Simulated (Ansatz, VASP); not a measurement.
# SrCl2 in VASP and in Ansatz

File INCAR:

```
ALGO     = Normal         # electronic algorithm
EDIFF    = 1E-6           # SCF threshold, eV
EDIFFG   = -0.001         # ionic threshold
ENCUT    = 600            # plane-wave cutoff, eV
GGA      = PE             # functional
IBRION   = 2              # ionic algorithm
ISIF     = 3              # what is computed and relaxed
ISMEAR   = 0              # smearing method
LASPH    = True           # aspherical terms in the spheres
LCHARG   = False          # write CHGCAR
LREAL    = False          # projectors in reciprocal space
LWAVE    = False          # write WAVECAR
NELM     = 60             # most SCF steps
NSW      = 80             # ionic steps
PREC     = Accurate       # precision mode
SIGMA    = 0.01           # smearing width, eV
```

File KPOINTS:

```
k-points
0
Gamma
  6 6 6
```

The input POSCAR:

```
SrCl2
1.0
    0.0000000000      3.5192138314      3.5192138314
    3.5192138314      0.0000000000      3.5192138314
    3.5192138314      3.5192138314      0.0000000000
Sr Cl
1 2
Direct
    0.0000000000      0.0000000000      0.0000000000
    0.2500000000      0.2500000000      0.2500000000
    0.7500000000      0.7500000000      0.7500000000
```

Input for Ansatz:

```yaml
crystal:
  lattice:
    - [0.0, 3.5192138314, 3.5192138314]
    - [3.5192138314, 0.0, 3.5192138314]
    - [3.5192138314, 3.5192138314, 0.0]
  atoms:
    - { symbol: Sr, position: [0.0, 0.0, 0.0] }
    - { symbol: Cl, position: [0.25, 0.25, 0.25] }
    - { symbol: Cl, position: [0.75, 0.75, 0.75] }
basis:
  ecutwfc: 420
kpoints:
  mp_grid: { grid: [6, 6, 6] }
hamiltonian:
  xc: pbe
scf:
  occupations: { method: fixed }
output:
  forces: true
  stress: true
  eigenvalues: true
  write_density: true
  write_potential: true
  elf: true
  volumetric_format: npy
relax:
  adjacent_minimum: "off"
  f_tol: 0.001
  max_steps: 60
  cell: { stress_tol: 0.01 }
```

Alike in both runs: task relaxation of cell and atoms; functional PBE; k mesh 6 × 6 × 6; no spin polarisation.

```csv
,VASP,Ansatz
version,VASP 6.6.1,Ansatz 0.2.0
potentials or method,"VASP PAW PBE potentials, release 64 (Sr_sv, Cl), cutoff 600 eV","scalar-relativistic, plane waves, PAW"
occupations,"gaussian, width 0.01 eV",fixed
valence electrons in the cell,24,24
```

|  | VASP | Ansatz | Ansatz less VASP |
| --- | --- | --- | --- |
| gap on the k mesh at the Fermi level, each at its own relaxed structure (eV) | 5.22 | 5.24 | +0.017 |
| relaxed volume (Å³/atom) | 29.19 | 29.09 | -0.097 |
| relaxed cell length with the largest relative difference (Å) | 4.984 | 4.979 | -0.0055 |
